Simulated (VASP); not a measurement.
# CoSn2 (I4/mcm) in VASP: notebook

CoSn2 is run at these levels: PBEsol; tasks: relaxation of cell and atoms, single point.

Program: VASP 6.6.1. These are calculated values, not measurements. Logs are shortened: lines on timing, memory, paths and dates and some standing lists are left out, and cuts for length are marked.

### Step 1. The cell of the first run

Symmetry: I4/mcm, No. 140, tetragonal system. Conventional cell: a = 6.365 Å, b = 6.365 Å, c = 5.457 Å, α = 90.00°, β = 90.00°, γ = 90.00°. Co (site symmetry 422) has 2 Co at 2.73 Å and 8 Sn at 2.76 Å within 3.6 Å. Within 3.6 Å of Sn (site symmetry m2m) lie 4 Co at 2.76 Å and 11 Sn at 2.84 to 3.39 Å.

### Step 2. Relaxation of cell and atoms, PBEsol

Contents of INCAR:

```
PREC = Accurate
ENCUT = 600
EDIFF = 1E-7
ISMEAR = 0
SIGMA = 0.1
LREAL = F
LASPH = T
NELM = 80
ALGO = Normal
ISIF = 3
LWAVE = F
LCHARG = F
GGA = PS
IBRION = 2
NSW = 80
EDIFFG = -0.01
```

Contents of KPOINTS:

```
Automatic mesh
0
Gamma
  1 1 1
```

Contents of POSCAR:

```
CoSn2
1.0
   -3.1825000000      3.1825000000      2.7285000000
    3.1825000000     -3.1825000000      2.7285000000
    3.1825000000      3.1825000000     -2.7285000000
Co Sn
2 4
Direct
    0.2500000000      0.2500000000      0.0000000000
    0.7500000000      0.7500000000      0.0000000000
    0.6580000000      0.1580000000      0.8160000000
    0.1580000000      0.3420000000      0.5000000000
    0.3420000000      0.8420000000      0.1840000000
    0.8420000000      0.6580000000      0.5000000000
```

Potentials or basis: VASP PAW PBE potentials, release 64 (Co, Sn_d).

The run is started by

```
cat potpaw_PBE.64/Co/POTCAR potpaw_PBE.64/Sn_d/POTCAR > POTCAR
mpirun -np 1 vasp_gam > vasp.out
```

OUTCAR:

```text
PREC = Accurate
   ENCUT = 600
   EDIFF = 1E-7
   ISMEAR = 0
   LREAL = F
   LASPH = T
   NELM = 80
   ISIF = 3
   GGA = PS
   IBRION = 2
   NSW = 80
   EDIFFG = -0.01

 ion  position               nearest neighbor table
   1  0.250  0.250  0.000-   2 2.73   2 2.73   6 2.76   3 2.76   4 2.76   5 2.76   4 2.76   6 2.76
                             3 2.76   5 2.76
   2  0.750  0.750  0.000-   1 2.73   1 2.73   5 2.76   3 2.76   5 2.76   6 2.76   6 2.76   3 2.76
                             4 2.76   4 2.76
   3  0.658  0.158  0.816-   1 2.76   2 2.76   1 2.76   2 2.76   5 2.84   5 3.19   5 3.19   6 3.39
                             4 3.39   4 3.39   6 3.39   6 3.39   4 3.39   4 3.39   6 3.39
   4  0.158  0.342  0.500-   2 2.76   1 2.76   1 2.76   2 2.76   6 2.84   6 3.19   6 3.19   5 3.39
                             3 3.39   3 3.39   5 3.39   5 3.39   5 3.39   3 3.39   3 3.39
   5  0.342  0.842  0.184-   1 2.76   2 2.76   1 2.76   2 2.76   3 2.84   3 3.19   3 3.19   6 3.39
                             4 3.39   6 3.39   4 3.39   4 3.39   6 3.39   6 3.39   4 3.39
   6  0.842  0.658  0.500-   1 2.76   2 2.76   2 2.76   1 2.76   4 2.84   4 3.19   4 3.19   5 3.39
                             3 3.39   3 3.39   5 3.39   5 3.39   5 3.39   3 3.39   3 3.39

  LATTYP: Found a body centered tetragonal cell.
 ALAT       =     6.3650000000
 C/A-ratio  =     0.8573448547

  Lattice vectors:

 A1 = (  -3.1825000000,   3.1825000000,   2.7285000000)
 A2 = (   3.1825000000,  -3.1825000000,   2.7285000000)
 A3 = (   3.1825000000,   3.1825000000,  -2.7285000000)

Analysis of symmetry for initial positions (statically):
=====================================================================
 Subroutine PRICEL returns:
 Original cell was already a primitive cell.

 Routine SETGRP: Setting up the symmetry group for a
 body centered tetragonal supercell.

 Subroutine GETGRP returns: Found 16 space group operations
 (whereof  8 operations were pure point group operations)
 out of a pool of 16 trial point group operations.

The static configuration has the point symmetry C_4h.
 The point group associated with its full space group is D_4h.

Analysis of symmetry for dynamics (positions and initial velocities):
=====================================================================
 Subroutine PRICEL returns:
 Original cell was already a primitive cell.

 Routine SETGRP: Setting up the symmetry group for a
 body centered tetragonal supercell.

 Subroutine GETGRP returns: Found 16 space group operations
 (whereof  8 operations were pure point group operations)
 out of a pool of 16 trial point group operations.

The dynamic configuration has the point symmetry C_4h.
 The point group associated with its full space group is D_4h.

 Subroutine INISYM returns: Found 16 space group operations
 (whereof  8 operations are pure point group operations),
[... 89 lines left out ...]
   TEBEG  =    0.0;   TEEND  =   0.0 temperature during run
   PSTRESS=    0.0 pullay stress
   NELECT =      74.0000    total number of electrons
   NUPDOWN=      -1.0000    fix difference up-down
   EMIN   =  10.00;   EMAX   =-10.00  energy-range for DOS
   EFERMI =   0.00;   METHOD = LEGACY
   ISMEAR =     0;   SIGMA  =   0.10  broadening in eV -4-tet -1-fermi 0-gaus
   EFERMI_NEDOS =   21; number of points for ismear=-14 and -15
   IALGO  =     38    algorithm
   IMIX   =      4    mixing-type and parameters
     AMIX     =   0.40;   BMIX     =  1.00
     AMIX_MAG =   1.60;   BMIX_MAG =  1.00
  volume/ion in A,a.u.               =      18.42       124.33
  Fermi-wavevector in a.u.,A,eV,Ry     =   1.432117  2.706309 27.904990  2.050959
  Thomas-Fermi vector in A             =   2.551779
   LORBIT       =      0    0 simple, 1 ext, 2 COOP (PROOUT), +10 PAW based schemes
   GGA     = PS    functional components
   LHFCALC =     F    Hartree Fock is set to
   AEXX    =    0.0000 exact exchange contribution
   IVDW    =     0    specifies the selected vdW correction
   LEPSILON=     F    determine dielectric tensor
   LRPA    =     F    only Hartree local field effects (RPA)
 conjugate gradient relaxation of ions
 non-spin polarized calculation
 Gauss-broadening in eV      SIGMA  =   0.10
  energy-cutoff  :      600.00
  volume of cell :      110.54
 maximum number of plane-waves:      1854
 NGX is ok and might be reduce to    42
   NGX = 21   NGY = 21   NGZ = 21

--------------------------------------- Ionic step        1  -------------------------------------------

 number of electron      74.0000008 magnetization

 Free energy of the ion-electron system (eV)
  ---------------------------------------------------
  ext. energy  EPLUGINS =         0.00000000
  ---------------------------------------------------
  free energy    TOTEN  =       -26.81051952 eV

  energy without entropy =      -26.63668988  energy(sigma->0) =      -26.72360470

------------------------ aborting loop because EDIFF is reached ----------------------------------------

  FORCE on cell =-STRESS in cart. coord.  units (eV):
  Direction    XX          YY          ZZ          XY          YZ          ZX
  --------------------------------------------------------------------------------------
  -------------------------------------------------------------------------------------
  Total       -1.7587883     -1.7587883      9.4758318      0.0000000     -0.0000000      0.0000000
  in kB      -25.4919686    -25.4919686    137.3431967      0.0000000     -0.0000000      0.0000000
  external PRESSURE =      28.7864198 kB  Pullay stress =       0.0000000 kB
[... 101 lines left out ...]
  FREE ENERGIE OF THE ION-ELECTRON SYSTEM (eV)
  ---------------------------------------------------
  free  energy   TOTEN  =       -26.8026688563 eV

  energy  without entropy=      -26.8026497726  energy(sigma->0) =      -26.80265931

[... ionic steps 4 to 21 ...]

--------------------------------------- Ionic step       22  -------------------------------------------

 number of electron      74.0000003 magnetization

------------------------ aborting loop because EDIFF is reached ----------------------------------------
[... 75 lines left out ...]
--------------------------------------- Ionic step       24  -------------------------------------------

 number of electron      74.0000002 magnetization

 Free energy of the ion-electron system (eV)
  ---------------------------------------------------
  ext. energy  EPLUGINS =         0.00000000
  ---------------------------------------------------
  free energy    TOTEN  =       -30.19271576 eV

  energy without entropy =      -30.19271576  energy(sigma->0) =      -30.19271576

 E-fermi :   8.0828     XC(G=0): -11.7043

 val. band max:        7.5489233210   @ k =   0.0000   0.0000   0.0000
 cond. band min:       8.9845411149   @ k =   0.0000   0.0000   0.0000
 fundamental gap:      1.4356177939
 Fermi energy:         8.0827903689

 k-point     1 :       0.0000    0.0000    0.0000
  band No.  band energies     occupation
      1     -11.2728      2.00000
      2     -11.2610      2.00000
      3     -11.1925      2.00000
      4     -11.1898      2.00000
      5     -11.1544      2.00000
      6     -11.1277      2.00000
[... 69 lines left out ...]
  FREE ENERGIE OF THE ION-ELECTRON SYSTEM (eV)
  ---------------------------------------------------
  free  energy   TOTEN  =       -30.1927157626 eV

  energy  without entropy=      -30.1927157626  energy(sigma->0) =      -30.19271576

 reached required accuracy - stopping structural energy minimisation
```

OSZICAR:

```text
N       E                     dE             d eps       ncg     rms          rms(c)
DAV:   1     0.892304154676E+03    0.89230E+03   -0.45118E+04   100   0.347E+03
DAV:   2     0.113326625110E+03   -0.77898E+03   -0.76608E+03    88   0.766E+02
DAV:   3    -0.282079863457E+02   -0.14153E+03   -0.13478E+03    92   0.258E+02
[... 285 lines left out ...]
DAV:   4    -0.301927187371E+02    0.26032E-04   -0.71726E-05   108   0.900E-02    0.541E-03
DAV:   5    -0.301927165381E+02    0.21990E-05   -0.44502E-06    88   0.199E-02    0.273E-03
DAV:   6    -0.301927159037E+02    0.63443E-06   -0.23928E-07    56   0.362E-03    0.106E-03
DAV:   7    -0.301927157703E+02    0.13333E-06   -0.56819E-08    44   0.197E-03    0.380E-04
DAV:   8    -0.301927157626E+02    0.77380E-08   -0.18478E-08    44   0.123E-03
  24 F= -.30192716E+02 E0= -.30192716E+02  d E =-.157132E-03
```

CONTCAR:

```text
CoSn2
   1.00000000000000
    -3.0583046675047814    3.0583046675047814    3.0036912926016046
     3.0583046675047814   -3.0583046675047814    3.0036912926016046
     3.0583046675047814    3.0583046675047814   -3.0036912926016046
  Co              Sn
     2     4
Direct
     0.2500000000000000    0.2500000000000000    0.0000000000000000
     0.7500000000000000    0.7500000000000000    0.0000000000000000
     0.7181944796572095    0.2181944796572096    0.9363889593144192
     0.2181944796572095    0.2818055203427904    0.5000000000000000
     0.2818055203427904    0.7818055203427905    0.0636110406855810
     0.7818055203427905    0.7181944796572095    0.5000000000000000

  0.00000000E+00  0.00000000E+00  0.00000000E+00
  0.00000000E+00  0.00000000E+00  0.00000000E+00
  0.00000000E+00  0.00000000E+00  0.00000000E+00
  0.00000000E+00  0.00000000E+00  0.00000000E+00
  0.00000000E+00  0.00000000E+00  0.00000000E+00
  0.00000000E+00  0.00000000E+00  0.00000000E+00
```

It took 4.6 min on 1 thread of Intel Xeon Platinum 8488C (Sapphire Rapids), shared host; peak memory 0.25 GiB.

Results:

- Free energy: -30.1927 eV
- Relaxed volume: 18.73 Å³/atom
- Relaxed cell: a = 5.266 Å, b = 5.266 Å, c = 5.266 Å, α = 108.99°, β = 108.99°, γ = 110.44°
- Space group after relaxing (to 0.05 Å): I4/mcm (No. 140)
- Energy gained by relaxing: 563.7 meV/atom
- Ionic steps: 24
- Pressure after relaxing: 0.0 GPa
- Largest force after relaxing: 0.008 eV/Å
- Band gap on the k mesh: 1.44 eV

Forces in eV/Å, atoms in the order of the input:
```
Co   0.000  0.000  0.000
Co   0.000  0.000  0.000
Sn   0.005  0.005  0.000
Sn  -0.005  0.005  0.000
Sn  -0.005 -0.005  0.000
Sn   0.005 -0.005  0.000
```

The path:
| step | energy change (eV) | largest force (eV/Å) | pressure (GPa) | volume (Å³) |
| --- | --- | --- | --- | --- |
| 1 | 0.0000 | 0.8377 | 2.88 | 110.54 |
| 2 | -0.9275 | 3.1005 | -4.05 | 115.62 |
| 3 | 0.0079 | 2.4843 | -6.67 | 126.53 |
| 4 | -1.1036 | 2.9859 | -6.09 | 119.25 |
| 5 | -1.2862 | 2.7183 | -6.18 | 119.64 |
| 6 | -1.4015 | 2.3268 | -6.04 | 120.16 |
| 7 | -1.8137 | 2.0663 | -5.44 | 118.33 |
| 8 | -2.7288 | 1.3553 | -2.30 | 112.90 |
| 9 | -2.6430 | 0.0685 | 13.02 | 102.16 |
| 10 | -3.0652 | 0.7699 | 2.82 | 108.02 |
| 11 | -3.0681 | 0.6925 | 3.70 | 107.37 |
| 12 | -3.1563 | 0.5944 | 2.31 | 108.78 |
| 13 | -3.2991 | 0.3578 | -1.39 | 113.09 |
| 14 | -3.3100 | 0.2949 | -2.51 | 114.54 |
| 15 | -3.3536 | 0.1899 | -1.07 | 113.06 |
| 16 | -3.3718 | 0.0763 | 0.99 | 111.17 |
| 17 | -3.3719 | 0.0831 | 0.84 | 111.29 |
| 18 | -3.3787 | 0.0485 | 0.46 | 111.80 |
| 19 | -3.3813 | 0.0164 | 0.05 | 112.34 |
| 20 | -3.3813 | 0.0145 | 0.02 | 112.37 |
| 21 | -3.3820 | 0.0109 | -0.20 | 112.59 |
| 22 | -3.3820 | 0.0112 | -0.18 | 112.58 |
| 23 | -3.3822 | 0.0066 | 0.07 | 112.33 |
| 24 | -3.3822 | 0.0077 | 0.02 | 112.38 |

Final structure:
```xyz
6
Lattice="-3.0583 3.0583 3.0037 3.0583 -3.0583 3.0037 3.0583 3.0583 -3.0037" Properties=species:S:1:pos:R:3 pbc="T T T"
Co    0.0000    0.0000    1.5018
Co    0.0000    0.0000    4.5055
Sn    1.3346    4.3929    0.0000
Sn    1.7237    1.3346    0.0000
Sn    1.7237   -1.3346    3.0037
Sn    1.3346    1.7237    3.0037
```

Caveat: the k points lie up to 1.47 Å⁻¹ apart in the final cell; the PAW data sets were made with another functional, which shifts forces and pressure a little; spin-orbit coupling is left out, which moves the levels of the heavy elements. Spin polarisation is off, so any magnetic state and its effect on volume and gap are missing.

### Step 3. Single point, PBEsol

This run uses another cell than the first one, of 17.66 Å³/atom, 0.958 times its volume.

Contents of INCAR:

```
SYSTEM = CoSn2
PREC = Accurate ; ENCUT = 520
EDIFF = 1E-7 ; ISMEAR = 0
SIGMA = 0.1 ; LREAL = .FALSE.
LASPH = .TRUE. ; NELM = 60
ALGO = Fast ; ISIF = 2
LWAVE = .FALSE. ; LCHARG = .FALSE.
GGA = PS ; NBANDS = 46
```

Contents of KPOINTS:

```
Automatic mesh
0
G
  2 2 2
  0 0 0
```

Contents of POSCAR:

```
CoSn2
1.0
   -3.1694324597      3.1694324597      2.6363547362
    3.1694324597     -3.1694324597      2.6363547362
    3.1694324597      3.1694324597     -2.6363547362
Co Sn
2 4
Direct
    0.2500000000      0.2500000000      0.0000000000
    0.7500000000      0.7500000000      0.0000000000
    0.6694817071      0.1694817071      0.8389634141
    0.1694817071      0.3305182929      0.5000000000
    0.3305182929      0.8305182929      0.1610365859
    0.8305182929      0.6694817071      0.5000000000
```

Potentials or basis: VASP PAW PBE potentials, release 64 (Co, Sn_d).

The run is started by

```
cat potpaw_PBE.64/Co/POTCAR potpaw_PBE.64/Sn_d/POTCAR > POTCAR
mpirun -np 1 vasp_std > vasp.out
```

Wall time 30 s (1 thread of Intel Xeon Platinum 8488C (Sapphire Rapids), shared host); peak memory 0.23 GiB.

Results (log left out):

```
Free energy            : -33.6647 eV
Pressure               : -0.1 GPa
Band gap on the k mesh : zero (band 37 reaches 11.42 eV, above the bottom of band 38 at 10.57 eV)
```

Levels at points of the mesh, in eV from the Fermi level:
```
           k point  band 34  band 35  band 36  band 37  band 38  band 39  band 40  band 41
(0.00, 0.00, 0.00)    -1.62    -1.34    -1.23    -0.64    -0.64     0.14     0.34     0.34
(0.50, 0.00, 0.00)    -1.23    -0.89    -0.89    -0.02    -0.02     1.85     1.85     3.10
(0.50, 0.50, 0.00)    -1.32    -1.20    -0.74    -0.64     0.50     0.67     1.06     2.85
(0.50, 0.50, 0.50)    -0.73    -0.73     0.10     0.21     1.63     2.22     2.52     2.52
```

Caveat: the k points lie up to 0.78 Å⁻¹ apart; the PAW data sets were made with another functional, which shifts forces and pressure a little; spin-orbit coupling is left out, which moves the levels of the heavy elements.
